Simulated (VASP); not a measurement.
A run of VASP 6.6.1:

The input INCAR:

```
PREC = Accurate
ENCUT = 520
EDIFF = 1E-6
ISMEAR = 0
SIGMA = 0.05
LREAL = False
LASPH = True
NELM = 80
ALGO = Fast
ISIF = 2
LWAVE = False
LCHARG = True
GGA = PE
LELF = True
LVHAR = True
NBANDS = 12
```

Contents of KPOINTS:

```
regular mesh
0
Gamma
  16 16 16
```

File POSCAR:

```
In
1.0
    0.0000000000      2.3561060463      2.3561060463
    2.3561060463      0.0000000000      2.3561060463
    2.3561060463      2.3561060463      0.0000000000
In
1
Direct
    0.0000000000      0.0000000000      0.0000000000
```

Potentials or basis: VASP PAW PBE potentials, release 64 (In_d).

The run is started by

```bash
$ cat potpaw_PBE.64/In_d/POTCAR > POTCAR
$ mpirun -np 1 vasp_std > vasp.out
```

Hardware: 1 thread of Intel(R) Xeon(R) 6975P-C (Granite Rapids), with other jobs on the host.

Task: Estimate the wall time of this run.

Result: Run time: 25 s on 1 thread of Intel(R) Xeon(R) 6975P-C (Granite Rapids), on a shared host, peak memory 0.18 GiB. Counts: scf iterations 13, k points 145.
